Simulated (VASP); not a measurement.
Write the native input for VASP 6.6.1 that does the following.

* Task: single point
* Functional: r2SCAN
* Potentials or basis: VASP PAW PBE potentials, release 64 (I, Mg)
* Cutoff: 520 eV
* k mesh: 8 × 8 × 4
* Occupations: fermi-dirac, width 0.05 eV
* Spin: no spin polarisation
* Dipole correction: no
* Further INCAR settings: ALGO = Normal; EDIFF = 1e-06; NBANDS = 15

MgI2:

```xyz
3
Lattice="4.1864 0.0000 0.0000 -2.0932 3.6255 0.0000 0.0000 0.0000 7.1706" Properties=species:S:1:pos:R:3 pbc="T T T"
I     2.0932    1.2085    5.5049
I     0.0000    2.4170    1.6658
Mg    0.0000    0.0000    0.0000
```

The input as run:

POSCAR

```
MgI2
1.0
    4.1863884952      0.0000000000      0.0000000000
   -2.0931942476      3.6255187870      0.0000000000
    0.0000000000      0.0000000000      7.1706471838
I Mg
2 1
Direct
    0.6666666667      0.3333333333      0.7676981322
    0.3333333333      0.6666666667      0.2323018678
    0.0000000000      0.0000000000      0.0000000000
```

INCAR.step1

```
  PREC = Accurate
  ENCUT = 520
  ISMEAR = -1
  SIGMA = 0.05
  LREAL = False
  LASPH = True
  NELM = 60
  NBANDS = 15
  GGA = PE
  ALGO = Normal
  EDIFF = 1E-4
  LWAVE = True
  LCHARG = False
```

INCAR.step2

```
  PREC = Accurate
  ENCUT = 520
  EDIFF = 1E-6
  ISMEAR = -1
  SIGMA = 0.05
  LREAL = False
  LASPH = True
  NELM = 60
  ALGO = Normal
  ISIF = 2
  LWAVE = False
  LCHARG = True
  METAGGA = R2SCAN
  LMIXTAU = True
  LELF = True
  LVHAR = True
  NBANDS = 15
  ISTART = 1
```

KPOINTS

```
regular mesh
0
Gamma
  8 8 4
```

Potentials or basis: VASP PAW PBE potentials, release 64 (I, Mg).

The run is started by

```sh
$ cat potpaw_PBE.64/I/POTCAR potpaw_PBE.64/Mg/POTCAR > POTCAR
$ cp INCAR.step1 INCAR
$ mpirun -np 1 vasp_std > vasp.out
$ cp INCAR.step2 INCAR
$ mpirun -np 1 vasp_std > vasp.out
```

It gave:

| Quantity | Value |
| --- | --- |
| Pressure | -0.1 GPa |
| Largest force | 0.018 eV/Å |
| Band gap on the k mesh | 4.21 eV, indirect (least direct gap 4.51 eV) |

Caveat: the PAW data sets were made with another functional, which shifts forces and pressure a little; spin-orbit coupling is left out, which moves the levels of the heavy elements.

Run time: 2.5 min on 1 thread of AMD EPYC 9R45 96-Core Processor (Zen 5) (shared host), peak memory 0.23 GiB.
